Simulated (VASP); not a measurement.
Here is a VASP 6.6.1 calculation.

File INCAR:

```
SYSTEM = Na4H
PREC = Accurate ; ENCUT = 520
EDIFF = 1E-6 ; ISMEAR = 0
SIGMA = 0.1 ; LREAL = .FALSE.
LASPH = .TRUE. ; NELM = 80
ALGO = Normal ; ISIF = 2
LWAVE = .FALSE. ; LCHARG = .FALSE.
LDIPOL = .TRUE. ; IDIPOL = 3
DIPOL = 0.5 0.5 0.286 ; GGA = PE
NBANDS = 40
```

The input KPOINTS:

```
Automatic mesh
0
G
  4 4 1
  0 0 0
```

POSCAR

```
Na4H
1.0
    7.2665057608      0.0000000000      0.0000000000
   -2.4221685869      6.8509273320      0.0000000000
    0.0000000000      0.0000000000     20.9665385532
Na H
8 2
Direct
    0.2500000000      0.2500000000      0.1907801800
    0.2500000000      0.7500000000      0.1907801800
    0.7500000000      0.2500000000      0.1907801800
    0.7500000000      0.7500000000      0.1907801800
    0.0000000000      0.0000000000      0.3322693699
    0.0000000000      0.5000000000      0.3322693699
    0.5000000000      0.0000000000      0.3322693699
    0.5000000000      0.5000000000      0.3322693699
   -0.1823434872      0.7500000000      0.3842569689
    0.1823434872      0.7500000000      0.3842569689
```

Potentials or basis: VASP PAW PBE potentials, release 64 (Na_pv, H).

Run with:

```bash
$ cat potpaw_PBE.64/Na_pv/POTCAR potpaw_PBE.64/H/POTCAR > POTCAR
$ mpirun -np 1 vasp_std > vasp.out
```

Question: Estimate the largest force.

Answer: 0.846 eV/Å.

Question: Estimate the band gap on the k mesh.

Answer: Zero (bands 29 and 30 overlap by 0.85 eV).

Forces on the atoms (eV/Å):
```
Na  -0.001  0.011  0.057
Na   0.008 -0.005 -0.055
Na   0.001 -0.011  0.057
Na  -0.008  0.005 -0.055
Na   0.204 -0.320  0.281
Na  -0.204  0.320  0.281
Na  -0.156 -0.330  0.274
Na   0.156  0.330  0.274
H   -0.560 -0.304 -0.557
H    0.560  0.304 -0.557
```
